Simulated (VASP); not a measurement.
# NbZn7O8 (a cell with a defect) in VASP: further runs

NbZn7O8 (a cell with a defect) is run at these levels: PBEsol, PBEsol+D4; tasks: single point.

Everything below comes from runs of VASP 6.6.1. Logs are shortened: lines on timing, memory, paths and dates and some standing lists are left out, and cuts for length are marked.

## (1) The cell of the first run

The cell holds a defect, 16 atoms: a = 6.460 Å, b = 5.594 Å, c = 5.215 Å, α = 90.00°, β = 90.00°, γ = 90.00°.

## (2) Single point, PBEsol

File INCAR:

```
PREC = Accurate
ENCUT = 520
EDIFF = 1E-7
ISMEAR = -1
SIGMA = 0.05
LREAL = Auto
LASPH = True
NELM = 60
ALGO = Normal
ISIF = 2
LWAVE = False
LCHARG = True
GGA = PS
LELF = True
LVHAR = True
NBANDS = 86
NELECT = 146.0
```

File KPOINTS:

```
Automatic mesh
0
Gamma
  2 2 2
  0.5 0.5 0.5
```

File POSCAR:

```
NbZn7O8
1.0
    6.4598480000      0.0000000000      0.0000000000
    0.0000000000      5.5943930000      0.0000000000
    0.0000000000      0.0000000000      5.2145190000
Zn Nb O
7 1 8
Direct
    0.2416240000      0.1645700000      0.5222890000
    0.9882090000      0.6463290000      0.4922340000
    0.7592500000      0.1382280000      0.5034660000
    0.0086480000      0.3355420000      0.0175890000
    0.4805740000      0.3333770000      0.9868090000
    0.2615390000      0.8294540000      0.9817360000
    0.7641660000      0.8381380000      0.9940260000
    0.4990930000      0.6800330000      0.4571800000
    0.0154850000      0.3256640000      0.3684220000
    0.5098410000      0.3415070000      0.3771580000
    0.2707820000      0.8762890000      0.3918990000
    0.7545740000      0.8564630000      0.3684600000
    0.2519780000      0.2160530000      0.8539350000
    0.0173020000      0.6493680000      0.8750780000
    0.7069420000      0.1401690000      0.8507370000
    0.4898030000      0.6494480000      0.8915910000
```

Potentials or basis: VASP PAW PBE potentials, release 64 (Zn, Nb_sv, O).

On the command line:

```bash
$ cat potpaw_PBE.64/Zn/POTCAR potpaw_PBE.64/Nb_sv/POTCAR potpaw_PBE.64/O/POTCAR > POTCAR
$ mpirun -np 1 vasp_std > vasp.out
```

OUTCAR:

```text
PREC = Accurate
   ENCUT = 520
   EDIFF = 1E-7
   ISMEAR = -1
   LREAL = Auto
   LASPH = True
   NELM = 60
   ISIF = 2
   GGA = PS
   NELECT = 146.0

 ion  position               nearest neighbor table
   1  0.242  0.165  0.522-  13 1.75  11 1.76   9 1.89  10 2.13   5 3.02   6 3.04
   2  0.988  0.646  0.492-   9 1.91  14 2.01  12 2.02  11 2.29   4 3.03
   3  0.759  0.138  0.503-  12 1.73  15 1.84  10 2.08   9 2.08
   4  0.009  0.336  0.018-   9 1.83  14 1.91  13 1.91  15 2.40   2 3.03
   5  0.481  0.333  0.987-  13 1.76  16 1.84  15 1.95  10 2.04   1 3.02
   6  0.262  0.829  0.982-  16 1.85  14 1.95  11 2.16  13 2.26   8 3.03   1 3.04
   7  0.764  0.838  0.994-  15 1.88  12 1.96  14 2.04  16 2.13
   8  0.499  0.680  0.457-  11 1.87  10 1.94  12 1.98  16 2.27   6 3.03
   9  0.015  0.326  0.368-   4 1.83   1 1.89   2 1.91   3 2.08
  10  0.510  0.342  0.377-   8 1.94   5 2.04   3 2.08   1 2.13
  11  0.271  0.876  0.392-   1 1.76   8 1.87   6 2.16   2 2.29
  12  0.755  0.856  0.368-   3 1.73   7 1.96   8 1.98   2 2.02
  13  0.252  0.216  0.854-   1 1.75   5 1.76   4 1.91   6 2.26
  14  0.017  0.649  0.875-   4 1.91   6 1.95   2 2.01   7 2.04
  15  0.707  0.140  0.851-   3 1.84   7 1.88   5 1.95   4 2.40
  16  0.490  0.649  0.892-   5 1.84   6 1.85   7 2.13   8 2.27

  LATTYP: Found a simple orthorhombic cell.
 ALAT       =     5.2145190000
 B/A-ratio  =     1.0728492887
 C/A-ratio  =     1.2388195345

  Lattice vectors:

 A1 = (   0.0000000000,   0.0000000000,  -5.2145190000)
 A2 = (   0.0000000000,   5.5943930000,   0.0000000000)
 A3 = (   6.4598480000,   0.0000000000,   0.0000000000)

Analysis of symmetry for initial positions (statically):
=====================================================================
 Subroutine PRICEL returns:
 Original cell was already a primitive cell.

 Routine SETGRP: Setting up the symmetry group for a
 simple orthorhombic supercell.

 Subroutine GETGRP returns: Found  1 space group operations
 (whereof  1 operations were pure point group operations)
 out of a pool of  8 trial point group operations.

The static configuration has the point symmetry C_1 .

Analysis of symmetry for dynamics (positions and initial velocities):
=====================================================================
 Subroutine PRICEL returns:
 Original cell was already a primitive cell.

 Routine SETGRP: Setting up the symmetry group for a
 simple orthorhombic supercell.

 Subroutine GETGRP returns: Found  1 space group operations
 (whereof  1 operations were pure point group operations)
 out of a pool of  8 trial point group operations.

The dynamic configuration has the point symmetry C_1 .

 Subroutine INISYM returns: Found  1 space group operations
 (whereof  1 operations are pure point group operations),
 and found     1 'primitive' translations

----------------------------------------------------------------------------------------

                                     Primitive cell

  volume of cell :     188.4471

  direct lattice vectors                    reciprocal lattice vectors
     6.459848000  0.000000000  0.000000000     0.154802404  0.000000000  0.000000000
     0.000000000  5.594393000  0.000000000     0.000000000  0.178750402  0.000000000
     0.000000000  0.000000000  5.214519000     0.000000000  0.000000000  0.191772242

  length of vectors
     6.459848000  5.594393000  5.214519000     0.154802404  0.178750402  0.191772242

  position of ions in fractional coordinates (direct lattice)
     0.241624000  0.164570000  0.522289000
     0.988209000  0.646329000  0.492234000
     0.759250000  0.138228000  0.503466000
     0.008648000  0.335542000  0.017589000
     0.480574000  0.333377000  0.986809000
     0.261539000  0.829454000  0.981736000
[... 8 lines left out ...]
     0.706942000  0.140169000  0.850737000
     0.489803000  0.649448000  0.891591000

  ion indices of the primitive-cell ions
   primitive index   ion index
                 1           1
                 2           2
                 3           3
                 4           4
                 5           5
                 6           6
[... 8 lines left out ...]
                15          15
                16          16

----------------------------------------------------------------------------------------

 KPOINTS: Automatic mesh

Automatic generation of k-mesh.
 Grid dimensions read from file:
 generate k-points for:    2    2    2

 Generating k-lattice:

  Cartesian coordinates                     Fractional coordinates (reciprocal lattice)
     0.077401202  0.000000000  0.000000000     0.500000000  0.000000000  0.000000000
     0.000000000  0.089375201  0.000000000     0.000000000  0.500000000  0.000000000
     0.000000000  0.000000000  0.095886121     0.000000000  0.000000000  0.500000000

  Length of vectors
     0.077401202  0.089375201  0.095886121

  Shift w.r.t. Gamma in fractional coordinates (k-lattice)
     0.500000000  0.500000000  0.500000000

 Subroutine IBZKPT returns following result:
 ===========================================

 Found      4 irreducible k-points:

 Following reciprocal coordinates:
            Coordinates               Weight
  0.250000  0.250000  0.250000      2.000000
 -0.250000 -0.250000  0.250000      2.000000
 -0.250000  0.250000 -0.250000      2.000000
  0.250000 -0.250000 -0.250000      2.000000
   k-points           NKPTS =      4   k-points in BZ     NKDIM =      4   number of bands    NBANDS=     86
   number of dos      NEDOS =    301   number of ions     NIONS =     16
   total plane-waves  NPLWV =  80640
   dimension x,y,z NGX =    48 NGY =   42 NGZ =   40
   dimension x,y,z NGXF=    96 NGYF=   84 NGZF=   80
   ions per type =               7   1   8
   NGX,Y,Z   is equivalent  to a cutoff of  12.35, 12.48, 12.75 a.u.
   NGXF,Y,Z  is equivalent  to a cutoff of  24.71, 24.96, 25.51 a.u.
 SYSTEM =  unknown system
   PREC   = accura    normal or accurate (medium, high low for compatibility)
   ISTART =      0    job   : 0-new  1-cont  2-samecut
   ICHARG =      2    charge: 1-file 2-atom 10-const
   ISPIN  =      1    spin polarized calculation?
   LNONCOLLINEAR =      F non collinear calculations
   LSORBIT =      F    spin-orbit coupling
   LASPH  =      T    aspherical Exc in radial PAW
   ENCUT  =  520.0 eV  38.22 Ry    6.18 a.u.  12.01 10.40  9.70*2*pi/ulx,y,z
   NELM   =     60;   NELMIN=  2; NELMDL= -5     # of ELM steps
   EDIFF  = 0.1E-06   stopping-criterion for ELM
   LREAL  =      T    real-space projection
   EDIFFG = 0.1E-05   stopping-criterion for IOM
   NSW    =      0    number of steps for IOM
   IBRION =     -1    ionic relax: 0-MD 1-quasi-New 2-CG
   NFREE  =      0    steps in history (QN), initial steepest desc. (CG)
   ISIF   =      2    stress and relaxation
   ISYM   =      2    0-nonsym 1-usesym 2-fastsym
   POTIM  = 0.5000    time-step for ionic-motion
   TEBEG  =    0.0;   TEEND  =   0.0 temperature during run
   PSTRESS=    0.0 pullay stress
   NELECT =     146.0000    total number of electrons
   NUPDOWN=      -1.0000    fix difference up-down
   EMIN   =  10.00;   EMAX   =-10.00  energy-range for DOS
   EFERMI =   0.00;   METHOD = LEGACY
   ISMEAR =    -1;   SIGMA  =   0.05  broadening in eV -4-tet -1-fermi 0-gaus
   EFERMI_NEDOS =   21; number of points for ismear=-14 and -15
   IALGO  =     38    algorithm
   IMIX   =      4    mixing-type and parameters
     AMIX     =   0.40;   BMIX     =  1.00
     AMIX_MAG =   1.60;   BMIX_MAG =  1.00
  volume/ion in A,a.u.               =      11.78        79.48
  Fermi-wavevector in a.u.,A,eV,Ry     =   1.503589  2.841372 30.759797  2.260781
  Thomas-Fermi vector in A             =   2.614680
   LORBIT       =      0    0 simple, 1 ext, 2 COOP (PROOUT), +10 PAW based schemes
   GGA     = PS    functional components
   LHFCALC =     F    Hartree Fock is set to
   AEXX    =    0.0000 exact exchange contribution
   IVDW    =     0    specifies the selected vdW correction
   LEPSILON=     F    determine dielectric tensor
   LRPA    =     F    only Hartree local field effects (RPA)
 non-spin polarized calculation
  energy-cutoff  :      520.00
  volume of cell :      188.45
 maximum number of plane-waves:      5073
   NGX = 25   NGY = 21   NGZ = 19

 number of electron     146.0000042 magnetization

 Free energy of the ion-electron system (eV)
  ---------------------------------------------------
  ext. energy  EPLUGINS =         0.00000000
  ---------------------------------------------------
  free energy    TOTEN  =       -76.84141311 eV

  energy without entropy =      -76.75400902  energy(sigma->0) =      -76.79771106

 E-fermi :   5.5396     XC(G=0): -11.5573

 val. band max:        5.5286530496   @ k =  -0.2500   0.2500  -0.2500
 cond. band min:       5.5474378298   @ k =   0.2500   0.2500   0.2500
 fundamental gap:      0.0187847802
 Fermi energy:         5.5396242113

 k-point     1 :       0.2500    0.2500    0.2500
  band No.  band energies     occupation
      1     -51.0337      2.00000
      2     -27.8717      2.00000
      3     -27.3836      2.00000
      4     -26.9971      2.00000
      5     -16.4650      2.00000
      6     -16.0290      2.00000
[... 77 lines left out ...]
     84       9.4878      0.00000
     85       9.8012      0.00000

 k-point     2 :      -0.2500   -0.2500    0.2500
  band No.  band energies     occupation
      1     -51.0337      2.00000
      2     -27.8717      2.00000
      3     -27.3836      2.00000
      4     -26.9970      2.00000
      5     -16.4643      2.00000
      6     -16.0458      2.00000
[... 77 lines left out ...]
     84       9.5144      0.00000
     85       9.9883      0.00000

 k-point     3 :      -0.2500    0.2500   -0.2500
  band No.  band energies     occupation
      1     -51.0337      2.00000
      2     -27.8717      2.00000
      3     -27.3836      2.00000
      4     -26.9970      2.00000
      5     -16.4655      2.00000
      6     -16.0356      2.00000
[... 77 lines left out ...]
     84       9.6049      0.00000
     85       9.9559      0.00000

 k-point     4 :       0.2500   -0.2500   -0.2500
  band No.  band energies     occupation
      1     -51.0337      2.00000
      2     -27.8717      2.00000
      3     -27.3836      2.00000
      4     -26.9971      2.00000
      5     -16.4632      2.00000
      6     -16.0241      2.00000
[... 77 lines left out ...]
     84       9.7298      0.00000
     85       9.8297      0.00000
 [bands above 85 left out]

------------------------ aborting loop because EDIFF is reached ----------------------------------------

  FORCE on cell =-STRESS in cart. coord.  units (eV):
  Direction    XX          YY          ZZ          XY          YZ          ZX
  --------------------------------------------------------------------------------------
  -------------------------------------------------------------------------------------
  Total       24.5173572     35.3285544     29.4829230     -2.6951230      4.2937885      0.4923098
  in kB      208.4465502    300.3633395    250.6637861    -22.9139339     36.5057859      4.1856172
  external PRESSURE =     253.1578920 kB  Pullay stress =       0.0000000 kB

 VOLUME and BASIS-vectors are now :
 -----------------------------------------------------------------------------
  energy-cutoff  :      520.00
  volume of cell :      188.45
      direct lattice vectors                 reciprocal lattice vectors
     6.459848000  0.000000000  0.000000000     0.154802404  0.000000000  0.000000000
     0.000000000  5.594393000  0.000000000     0.000000000  0.178750402  0.000000000
     0.000000000  0.000000000  5.214519000     0.000000000  0.000000000  0.191772242

 POSITION                                       TOTAL-FORCE (eV/Angst)
 -----------------------------------------------------------------------------------
      1.56085      0.92067      2.72349         0.233274      2.065175     -1.391208
      6.38368      3.61582      2.56676         0.424820      0.467299      0.632955
      4.90464      0.77330      2.62533         0.434055      4.169979      0.533949
      0.05586      1.87715      0.09172        -1.145957     -0.545322     -1.389399
      3.10443      1.86504      5.14573         2.592442     -0.562668      1.604593
      1.68950      4.64029      5.11928        -1.303283      1.280053      0.292125
[... 8 lines left out ...]
      4.56674      0.78416      4.43618         0.706994      0.806307      1.422188
      3.16405      3.63327      4.64922         1.702956      1.351770     -1.262177
 -----------------------------------------------------------------------------------
    total drift:                               -0.012839      0.003391      0.004576

  FREE ENERGIE OF THE ION-ELECTRON SYSTEM (eV)
  ---------------------------------------------------
  free  energy   TOTEN  =       -76.8414131092 eV

  energy  without entropy=      -76.7540090154  energy(sigma->0) =      -76.79771106
```

Wall time 3 min (1 thread of Intel Xeon Platinum 8375C at 2.90GHz (Ice Lake), shared host); peak memory 0.28 GiB.

Results:

| Property | Result |
| --- | --- |
| Free energy | -76.8414 eV |
| Largest force | 4.226 eV/Å |

Forces on the atoms (eV/Å):
```
Zn   0.233  2.065 -1.391
Zn   0.425  0.467  0.633
Zn   0.434  4.170  0.534
Zn  -1.146 -0.545 -1.389
Zn   2.592 -0.563  1.605
Zn  -1.303  1.280  0.292
Zn   0.252 -0.908 -0.852
Nb  -0.156 -1.681  1.121
O   -0.955 -0.197  0.981
O    0.198 -0.393  0.014
O   -0.795 -1.896 -1.593
O    0.717 -3.053 -1.702
O   -2.028 -2.000  1.934
O   -0.878  1.094 -0.346
O    0.707  0.806  1.422
O    1.703  1.352 -1.262
```

Caveat: the k points lie up to 0.60 Å⁻¹ apart; the cell carries a net charge on a neutralising background, which shifts energy and pressure; the cell is charged against a uniform background, so pressure and absolute levels hang on convention; the PAW data sets were made with another functional, which shifts forces and pressure a little.

(Part 1 of 2 ends here.)
